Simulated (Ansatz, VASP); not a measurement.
## Two plane-wave programs on CuO

File INCAR:

```
  ALGO = Normal
  EDIFF = 1E-8
  ENCUT = 520
  ISIF = 2
  ISMEAR = -1
  LASPH = T
  LCHARG = F
  LEFG = T
  LREAL = F
  LWAVE = F
  NBANDS = 25
  NELM = 100
  PREC = Accurate
  SIGMA = 0.15
```

Contents of KPOINTS:

```
k-points
0
Gamma
  14 14 8
```

The input POSCAR:

```
CuO
1.0
    2.0103211437     -2.0154209936      0.1599984018
    2.0103211437      2.0154209936      0.1599984018
   -0.4007268583      0.0000000000      5.0344714502
Cu O
2 2
Direct
   -0.0057500000      0.4942500000      0.0018500000
    0.4942500000     -0.0057500000      0.5018500000
    0.4942525538      0.4942474462      0.2518500000
    0.4942474462      0.4942525538      0.7518500000
```

Input for Ansatz:

```yaml
crystal:
  lattice:
    - [2.0103211437, -2.0154209936, 0.1599984018]
    - [2.0103211437, 2.0154209936, 0.1599984018]
    - [-0.4007268583, 0.0, 5.0344714502]
  atoms:
    - { symbol: Cu, position: [-0.00575, 0.49425, 0.00185] }
    - { symbol: Cu, position: [0.49425, -0.00575, 0.50185] }
    - { symbol: O, position: [0.4942525538, 0.4942474462, 0.25185] }
    - { symbol: O, position: [0.4942474462, 0.4942525538, 0.75185] }
basis:
  ecutwfc: 420
kpoints:
  mp_grid: { grid: [14, 14, 8] }
hamiltonian:
  xc: lda
scf:
  occupations: { method: fermi_dirac, width: 0.15 }
output:
  forces: true
  stress: true
  eigenvalues: true
  efg: {}
checkpoint:
  read: start.run
  write: ck
  compress: false
  write_wavefunctions: false
  write_every: 100000
```

Alike in both runs: task electric field gradients; functional LDA; k mesh 14 × 14 × 8; occupations fermi-dirac, width 0.15 eV; no spin polarisation.

|  | VASP | Ansatz |
| --- | --- | --- |
| version | VASP 6.6.1 | Ansatz 0.2.0 |
| potentials or method | VASP PAW LDA potentials, release 64 (Cu, O), cutoff 520 eV | scalar-relativistic, plane waves, PAW |
| valence electrons in the cell | 34 | 50 |

|  | VASP | Ansatz | Ansatz less VASP |
| --- | --- | --- | --- |
| gap on the k mesh at the Fermi level (eV) | none | none | - |
| pressure (GPa) | 1.1 | 0.0 | -1.06 |
| traceless stress, the component that is largest in VASP (GPa) | 0.39 | 0.00 | -0.384 |
| size of Vzz on the site where it differs most (V/Å²) | 33.3 | 24.2 | -9.04 |

LDA's correlation is that of Perdew and Zunger in VASP and of Perdew and Wang (1992) in Ansatz. A gap of «none» marks a metal or a gap that the smearing closes. VASP's potentials hold 34 valence electrons a cell and Ansatz's 50, so a difference there can come from the potentials and not from the codes. Ansatz's warnings: near symmetry operations not taken.
